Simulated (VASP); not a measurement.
# SrO (Fm-3m) in VASP: further runs

Runs on SrO. Level: PBEsol. Tasks: relaxation of cell and atoms.

All numbers are computed with VASP 6.6.1; they aren't measurements. Logs are shortened: lines on timing, memory, paths and dates and some standing lists are left out, and cuts for length are marked.

**1. The cell of the first run**

Symmetry: Fm-3m, No. 225, cubic system. Conventional cell: a = 5.123 Å, b = 5.123 Å, c = 5.123 Å, α = 90.00°, β = 90.00°, γ = 90.00°. Within 3.4 Å of Sr (site symmetry m-3m) lie 6 O at 2.56 Å. Within 3.4 Å of O (site symmetry m-3m) lie 6 Sr at 2.56 Å.

**2. Relaxation of cell and atoms, PBEsol, target pressure 1 GPa, at which the enthalpy is minimised**

INCAR

```
PREC = Accurate ; ENCUT = 600
EDIFF = 1E-6 ; ISMEAR = 0
SIGMA = 0.01 ; LREAL = False
LASPH = True ; NELM = 60
ALGO = Normal ; ISIF = 3
LWAVE = False ; LCHARG = False
GGA = PS ; IBRION = 2
NSW = 100 ; EDIFFG = -0.002
PSTRESS = 10.0
```

KPOINTS

```
Automatic mesh
0
Gamma
  8 8 8
```

POSCAR

```
SrO
1.0
    0.0000000000      2.5614442881      2.5614442881
    2.5614442881      0.0000000000      2.5614442881
    2.5614442881      2.5614442881      0.0000000000
Sr O
1 1
Direct
    0.5000000000      0.5000000000      0.5000000000
    0.0000000000      0.0000000000      0.0000000000
```

Potentials or basis: VASP PAW PBE potentials, release 64 (Sr_sv, O).

Run with:

```sh
$ cat potpaw_PBE.64/Sr_sv/POTCAR potpaw_PBE.64/O/POTCAR > POTCAR
$ mpirun -np 1 vasp_std > vasp.out
```

OUTCAR:

```text
PREC = Accurate
   ENCUT = 600
   EDIFF = 1E-6
   ISMEAR = 0
   LREAL = False
   LASPH = True
   NELM = 60
   ISIF = 3
   GGA = PS
   IBRION = 2
   NSW = 100
   EDIFFG = -0.002
   PSTRESS = 10.0

 ion  position               nearest neighbor table
   1  0.500  0.500  0.500-   2 2.56   2 2.56   2 2.56   2 2.56   2 2.56   2 2.56
   2  0.000  0.000  0.000-   1 2.56   1 2.56   1 2.56   1 2.56   1 2.56   1 2.56

  LATTYP: Found a face centered cubic cell.
 ALAT       =     5.1228885762

  Lattice vectors:

 A1 = (   0.0000000000,   2.5614442881,   2.5614442881)
 A2 = (   2.5614442881,   0.0000000000,   2.5614442881)
 A3 = (   2.5614442881,   2.5614442881,   0.0000000000)

Analysis of symmetry for initial positions (statically):
=====================================================================
 Subroutine PRICEL returns:
 Original cell was already a primitive cell.

 Routine SETGRP: Setting up the symmetry group for a
 face centered cubic supercell.

 Subroutine GETGRP returns: Found 48 space group operations
 (whereof 48 operations were pure point group operations)
 out of a pool of 48 trial point group operations.

The static configuration has the point symmetry O_h .

Analysis of symmetry for dynamics (positions and initial velocities):
=====================================================================
 Subroutine PRICEL returns:
 Original cell was already a primitive cell.

 Routine SETGRP: Setting up the symmetry group for a
 face centered cubic supercell.

 Subroutine GETGRP returns: Found 48 space group operations
 (whereof 48 operations were pure point group operations)
 out of a pool of 48 trial point group operations.

The dynamic configuration has the point symmetry O_h .

 Subroutine INISYM returns: Found 48 space group operations
 (whereof 48 operations are pure point group operations),
 and found     1 'primitive' translations

----------------------------------------------------------------------------------------

                                     Primitive cell

  volume of cell :      33.6113

  direct lattice vectors                    reciprocal lattice vectors
     0.000000000  2.561444288  2.561444288    -0.195202372  0.195202372  0.195202372
     2.561444288  0.000000000  2.561444288     0.195202372 -0.195202372  0.195202372
     2.561444288  2.561444288  0.000000000     0.195202372  0.195202372 -0.195202372

  length of vectors
     3.622429251  3.622429251  3.622429251     0.338100426  0.338100426  0.338100426

  position of ions in fractional coordinates (direct lattice)
     0.500000000  0.500000000  0.500000000
     0.000000000  0.000000000  0.000000000

  ion indices of the primitive-cell ions
   primitive index   ion index
                 1           1
                 2           2

----------------------------------------------------------------------------------------

 KPOINTS: Automatic mesh

Automatic generation of k-mesh.
 Grid dimensions read from file:
 generate k-points for:    8    8    8

 Generating k-lattice:

  Cartesian coordinates                     Fractional coordinates (reciprocal lattice)
    -0.024400296  0.024400296  0.024400296     0.125000000  0.000000000  0.000000000
     0.024400296 -0.024400296  0.024400296     0.000000000  0.125000000  0.000000000
     0.024400296  0.024400296 -0.024400296     0.000000000  0.000000000  0.125000000

  Length of vectors
     0.042262553  0.042262553  0.042262553

  Shift w.r.t. Gamma in fractional coordinates (k-lattice)
     0.000000000  0.000000000  0.000000000

 Subroutine IBZKPT returns following result:
 ===========================================

 Found     29 irreducible k-points:

 Following reciprocal coordinates:
            Coordinates               Weight
  0.000000  0.000000  0.000000      1.000000
  0.125000  0.000000  0.000000      8.000000
  0.250000  0.000000  0.000000      8.000000
  0.375000  0.000000  0.000000      8.000000
  0.500000  0.000000  0.000000      4.000000
  0.125000  0.125000  0.000000      6.000000
[... 16 lines left out ...]
  0.500000  0.250000  0.125000     48.000000
 -0.375000  0.250000  0.125000     24.000000
 [... further k-points ...]
   k-points           NKPTS =     29   k-points in BZ     NKDIM =     29   number of bands    NBANDS=     12
   number of dos      NEDOS =    301   number of ions     NIONS =      2
   total plane-waves  NPLWV =  27000
   dimension x,y,z NGX =    30 NGY =   30 NGZ =   30
   dimension x,y,z NGXF=    60 NGYF=   60 NGZF=   60
   ions per type =               1   1
   NGX,Y,Z   is equivalent  to a cutoff of  13.77, 13.77, 13.77 a.u.
   NGXF,Y,Z  is equivalent  to a cutoff of  27.54, 27.54, 27.54 a.u.
 SYSTEM =  unknown system
   PREC   = accura    normal or accurate (medium, high low for compatibility)
   ISTART =      0    job   : 0-new  1-cont  2-samecut
   ICHARG =      2    charge: 1-file 2-atom 10-const
   ISPIN  =      1    spin polarized calculation?
   LNONCOLLINEAR =      F non collinear calculations
   LSORBIT =      F    spin-orbit coupling
   LASPH  =      T    aspherical Exc in radial PAW
   ENCUT  =  600.0 eV  44.10 Ry    6.64 a.u.   7.23  7.23  7.23*2*pi/ulx,y,z
   NELM   =     60;   NELMIN=  2; NELMDL= -5     # of ELM steps
   EDIFF  = 0.1E-05   stopping-criterion for ELM
   LREAL  =      F    real-space projection
   EDIFFG = -.2E-02   stopping-criterion for IOM
   NSW    =    100    number of steps for IOM
   IBRION =      2    ionic relax: 0-MD 1-quasi-New 2-CG
   NFREE  =      1    steps in history (QN), initial steepest desc. (CG)
   ISIF   =      3    stress and relaxation
   ISYM   =      2    0-nonsym 1-usesym 2-fastsym
   POTIM  = 0.5000    time-step for ionic-motion
   TEBEG  =    0.0;   TEEND  =   0.0 temperature during run
   PSTRESS=   10.0 pullay stress
   NELECT =      16.0000    total number of electrons
   NUPDOWN=      -1.0000    fix difference up-down
   EMIN   =  10.00;   EMAX   =-10.00  energy-range for DOS
   EFERMI =   0.00;   METHOD = LEGACY
   ISMEAR =     0;   SIGMA  =   0.01  broadening in eV -4-tet -1-fermi 0-gaus
   EFERMI_NEDOS =   21; number of points for ismear=-14 and -15
   IALGO  =     38    algorithm
   IMIX   =      4    mixing-type and parameters
     AMIX     =   0.40;   BMIX     =  1.00
     AMIX_MAG =   1.60;   BMIX_MAG =  1.00
  volume/ion in A,a.u.               =      16.81       113.41
  Fermi-wavevector in a.u.,A,eV,Ry     =   1.278262  2.415565 22.231294  1.633954
  Thomas-Fermi vector in A             =   2.410815
   LORBIT       =      0    0 simple, 1 ext, 2 COOP (PROOUT), +10 PAW based schemes
   GGA     = PS    functional components
   LHFCALC =     F    Hartree Fock is set to
   AEXX    =    0.0000 exact exchange contribution
   IVDW    =     0    specifies the selected vdW correction
   LEPSILON=     F    determine dielectric tensor
   LRPA    =     F    only Hartree local field effects (RPA)
 conjugate gradient relaxation of ions
 non-spin polarized calculation
 Gauss-broadening in eV      SIGMA  =   0.01
  energy-cutoff  :      600.00
  volume of cell :       33.61
 maximum number of plane-waves:      1139
 NGX is ok and might be reduce to    30
   NGX = 15   NGY = 15   NGZ = 15

--------------------------------------- Ionic step        1  -------------------------------------------

 number of electron      15.9999997 magnetization

 Free energy of the ion-electron system (eV)
  ---------------------------------------------------
  ext. energy  EPLUGINS =         0.00000000
  ---------------------------------------------------
  free energy    TOTEN  =       -12.64061832 eV

  energy without entropy =      -12.64061832  energy(sigma->0) =      -12.64061832

------------------------ aborting loop because EDIFF is reached ----------------------------------------

  FORCE on cell =-STRESS in cart. coord.  units (eV):
  Direction    XX          YY          ZZ          XY          YZ          ZX
  --------------------------------------------------------------------------------------
  -------------------------------------------------------------------------------------
  Total        0.1120730      0.1120730      0.1120730      0.0000000      0.0000000     -0.0000000
  in kB        5.3422841      5.3422841      5.3422841      0.0000000      0.0000000     -0.0000000
  external PRESSURE =      -4.6577159 kB  Pullay stress =      10.0000000 kB
[... 61 lines left out ...]
  enthalpy is  TOTEN    =       -12.4310178325 eV   P V=        0.2083050097

--------------------------------------- Ionic step        3  -------------------------------------------

 number of electron      15.9999997 magnetization

 Free energy of the ion-electron system (eV)
  ---------------------------------------------------
  ext. energy  EPLUGINS =         0.00000000
  ---------------------------------------------------
  free energy    TOTEN  =       -12.63984791 eV

  energy without entropy =      -12.63984791  energy(sigma->0) =      -12.63984791

 E-fermi :   1.6908     XC(G=0): -10.3539

 val. band max:        1.5632682931   @ k =   0.0000   0.0000   0.0000
 cond. band min:       4.7079020704   @ k =   0.5000   0.5000   0.0000
 fundamental gap:      3.1446337773
 Fermi energy:         1.6908199357

 k-point     1 :       0.0000    0.0000    0.0000
  band No.  band energies     occupation
      1     -30.6182      2.00000
      2     -13.4547      2.00000
      3     -12.2535      2.00000
      4     -12.2535      2.00000
      5     -12.2535      2.00000
      6       1.5633      2.00000
      7       1.5633      2.00000
      8       1.5633      2.00000
      9       5.5003      0.00000
     10       7.7596      0.00000
     11       7.7596      0.00000
     12       7.7596      0.00000
[... 331 lines left out ...]
 k-point    24 :      -0.3750    0.2500    0.1250
  band No.  band energies     occupation
      1     -30.4427      2.00000
      2     -14.6827      2.00000
      3     -12.6748      2.00000
      4     -12.5028      2.00000
      5     -11.4276      2.00000
      6      -0.0672      2.00000
      7       0.6722      2.00000
      8       0.7586      2.00000
      9       7.9176      0.00000
     10       8.2715      0.00000
     11      10.9749      0.00000
     12      11.1633      0.00000

 [... further k-points ...]

------------------------ aborting loop because EDIFF is reached ----------------------------------------

  FORCE on cell =-STRESS in cart. coord.  units (eV):
  Direction    XX          YY          ZZ          XY          YZ          ZX
  --------------------------------------------------------------------------------------
  -------------------------------------------------------------------------------------
  Total        0.2089926      0.2089926      0.2089926     -0.0000000     -0.0000000      0.0000000
  in kB       10.0102918     10.0102918     10.0102918     -0.0000000     -0.0000000      0.0000000
  external PRESSURE =       0.0102918 kB  Pullay stress =      10.0000000 kB
[... 17 lines left out ...]
  FREE ENERGIE OF THE ION-ELECTRON SYSTEM (eV)
  ---------------------------------------------------
  free  energy   TOTEN  =       -12.6398479140 eV

  energy  without entropy=      -12.6398479140  energy(sigma->0) =      -12.63984791

  enthalpy is  TOTEN    =       -12.4310702332 eV   P V=        0.2087776809

 reached required accuracy - stopping structural energy minimisation
```

Run time: 33 s. Hardware: 1 thread of Intel Xeon Platinum 8259CL at 2.50GHz (Skylake/Cascade Lake), shared host; peak memory 0.18 GiB.

What came out:

```yaml
Free_energy: -12.6398 eV
Relaxed_volume: 16.72 Å³/atom
Relaxed_cell: a = 3.617 Å, b = 3.617 Å, c = 3.617 Å, α = 60.00°, β = 60.00°, γ = 60.00°
Space_group_after_relaxing_to_0.05_Å: Fm-3m (No. 225)
Energy_change_on_relaxing_the_enthalpy_is_what_falls: +0.4 meV/atom
Ionic_steps: 3
Pressure_after_relaxing: 1.0 GPa
Band_gap_on_the_k_mesh: 3.14 eV, indirect (least direct gap 3.22 eV)
```

Step by step:
```
step  energy change (eV)  largest force (eV/Å)  pressure (GPa)  volume (Å³)
   1              0.0000                0.0000            0.53        33.61
   2              0.0013                0.0000            1.22        33.37
   3              0.0008                0.0000            1.00        33.45
```

Final structure:
```xyz
2
Lattice="0.0000 2.5573 2.5573 2.5573 0.0000 2.5573 2.5573 2.5573 0.0000" Properties=species:S:1:pos:R:3 pbc="T T T"
Sr    2.5573    2.5573    2.5573
O     0.0000    0.0000    0.0000
```

Levels at points of the mesh, in eV from the valence-band top:
| k point | band 6 | band 7 | band 8 | band 9 | band 10 | band 11 |
| --- | --- | --- | --- | --- | --- | --- |
| (0.00, 0.00, 0.00) | 0.00 | 0.00 | 0.00 | 3.94 | 6.20 | 6.20 |
| (0.50, 0.00, 0.00) | -2.26 | -1.19 | -1.19 | 6.56 | 8.42 | 8.94 |
| (0.50, 0.50, 0.00) | -0.41 | -0.08 | -0.08 | 3.14 | 7.89 | 10.30 |

Caveat: the cell is relaxed towards a set pressure, so the enthalpy falls and the energy may rise; the PAW data sets were made with another functional, which shifts forces and pressure a little. A k mesh can miss the band edges.

**3. Relaxation of cell and atoms, PBEsol, target pressure 2 GPa, at which the enthalpy is minimised**

INCAR

```
SYSTEM = SrO
  PREC = Accurate
  ENCUT = 600
  EDIFF = 1E-6
  ISMEAR = 0
  SIGMA = 0.01
  LREAL = .FALSE.
  LASPH = .TRUE.
  NELM = 100
  ALGO = Normal
  ISIF = 3
  LWAVE = .FALSE.
  LCHARG = .FALSE.
  GGA = PS
  IBRION = 2
  NSW = 100
  EDIFFG = -0.002
  PSTRESS = 20.0
```

KPOINTS

```
regular mesh
0
G
  8 8 8
  0 0 0
```

POSCAR is that of step 2.

Potentials or basis: VASP PAW PBE potentials, release 64 (Sr_sv, O).

Run with:

```sh
$ cat potpaw_PBE.64/Sr_sv/POTCAR potpaw_PBE.64/O/POTCAR > POTCAR
$ mpirun -np 1 vasp_std > vasp.out
```

Wall time 36 s (1 thread of Intel Xeon Platinum 8259CL at 2.50GHz (Skylake/Cascade Lake), shared host); peak memory 0.18 GiB.

It converged, with:

- Free energy: -12.6367 eV
- Relaxed volume: 16.56 Å³/atom
- Relaxed cell: a = 3.605 Å, b = 3.605 Å, c = 3.605 Å, α = 60.00°, β = 60.00°, γ = 60.00°
- Space group after relaxing (to 0.05 Å): Fm-3m (No. 225)
- Energy change on relaxing (the enthalpy is what falls): +1.9 meV/atom
- Ionic steps: 3
- Pressure after relaxing: 2.0 GPa
- Band gap on the k mesh: 3.14 eV, indirect (least direct gap 3.20 eV)

The path:
| step | energy change (eV) | largest force (eV/Å) | pressure (GPa) | volume (Å³) |
| --- | --- | --- | --- | --- |
| 1 | 0.0000 | 0.0000 | 0.53 | 33.61 |
| 2 | 0.0076 | 0.0000 | 2.79 | 32.87 |
| 3 | 0.0039 | 0.0000 | 2.00 | 33.12 |

Final structure:
```
Sr O
1.0
     0.00000    2.54884    2.54884
     2.54884    0.00000    2.54884
     2.54884    2.54884    0.00000
Sr O
1 1
Direct
  0.50000 0.50000 0.50000
  0.00000 0.00000 0.00000
```

Levels at points of the mesh, in eV from the valence-band top:
| k point | band 5 | band 6 | band 7 | band 8 | band 9 | band 10 | band 11 | band 12 |
| --- | --- | --- | --- | --- | --- | --- | --- | --- |
| (0.00, 0.00, 0.00) | -13.77 | 0.00 | 0.00 | 0.00 | 4.01 | 6.22 | 6.22 | 6.22 |
| (0.50, 0.00, 0.00) | -12.57 | -2.28 | -1.21 | -1.21 | 6.60 | 8.50 | 9.00 | 9.00 |
| (0.50, 0.50, 0.00) | -14.18 | -0.39 | -0.07 | -0.07 | 3.14 | 7.96 | 10.37 | 10.45 |

Caveat: the cell is relaxed towards a set pressure, so the enthalpy falls and the energy may rise; the PAW data sets were made with another functional, which shifts forces and pressure a little.

**4. Relaxation of cell and atoms, PBEsol, target pressure 4 GPa, at which the enthalpy is minimised**

INCAR

```
SYSTEM = SrO
  PREC = Accurate
  ENCUT = 600
  EDIFF = 1E-7
  ISMEAR = 0
  SIGMA = 0.01
  LREAL = .FALSE.
  LASPH = .TRUE.
  NELM = 60
  ALGO = Normal
  ISIF = 3
  LWAVE = .FALSE.
  LCHARG = .FALSE.
  GGA = PS
  IBRION = 2
  NSW = 100
  EDIFFG = -0.002
  PSTRESS = 40.0
```

KPOINTS is that of step 3.

POSCAR is that of step 3.

Run with:

```sh
$ cat potpaw_PBE.64/Sr_sv/POTCAR potpaw_PBE.64/O/POTCAR > POTCAR
$ mpirun -np 1 vasp_std > vasp.out
```

Run time: 40 s. Hardware: 1 thread of Intel Xeon Platinum 8259CL at 2.50GHz (Skylake/Cascade Lake), shared host; peak memory 0.18 GiB.

It converged, with:

| Quantity | Value |
| --- | --- |
| Free energy | -12.6253 eV |
| Relaxed volume | 16.25 Å³/atom |
| Relaxed cell | a = 3.582 Å, b = 3.582 Å, c = 3.582 Å, α = 60.00°, β = 60.00°, γ = 60.00° |
| Space group after relaxing (to 0.05 Å) | Fm-3m (No. 225) |
| Energy change on relaxing (the enthalpy is what falls) | +7.6 meV/atom |
| Ionic steps | 3 |
| Pressure after relaxing | 4.0 GPa |
| Band gap on the k mesh | 3.12 eV, indirect (least direct gap 3.17 eV) |

The path:
| step | energy change (eV) | largest force (eV/Å) | pressure (GPa) | volume (Å³) |
| --- | --- | --- | --- | --- |
| 1 | 0.0000 | 0.0000 | 0.53 | 33.61 |
| 2 | 0.0354 | 0.0000 | 6.28 | 31.87 |
| 3 | 0.0153 | 0.0000 | 4.00 | 32.50 |

Final structure:
```
Sr O
1.0
     0.00000    2.53303    2.53303
     2.53303    0.00000    2.53303
     2.53303    2.53303    0.00000
Sr O
1 1
Direct
  0.50000 0.50000 0.50000
  0.00000 0.00000 0.00000
```

Levels at points of the mesh, in eV from the valence-band top:
```csv
k point,band 5,band 6,band 7,band 8,band 9,band 10,band 11,band 12
"(0.00, 0.00, 0.00)",-13.69,0.00,0.00,0.00,4.15,6.25,6.25,6.25
"(0.50, 0.00, 0.00)",-12.48,-2.31,-1.25,-1.25,6.68,8.65,9.10,9.10
"(0.50, 0.50, 0.00)",-14.12,-0.35,-0.05,-0.05,3.12,8.11,10.49,10.62
```

Caveat: the cell is relaxed towards a set pressure, so the enthalpy falls and the energy may rise; the PAW data sets were made with another functional, which shifts forces and pressure a little. A k mesh can miss the band edges.

**5. Overview**

| cell | gap on the mesh (eV) | pressure (GPa) |
| --- | --- | --- |
| relaxed to 1 GPa | 3.14 | 1.0 |
| relaxed to 2 GPa | 3.14 | 2.0 |
| relaxed to 4 GPa | 3.12 | 4.0 |

Alike in all rows: task relaxation of cell and atoms; level PBEsol; potentials or basis VASP PAW PBE potentials, release 64 (Sr_sv, O); no spin polarisation; k mesh 8 × 8 × 8; cutoff (eV) 600; smearing gaussian 0.01 eV.

Caveats: the cell is relaxed towards a set pressure, so the enthalpy falls and the energy may rise; the PAW data sets were made with another functional, which shifts forces and pressure a little.

Total energies depend on the potentials used, so only differences within one code and one set of settings carry meaning.
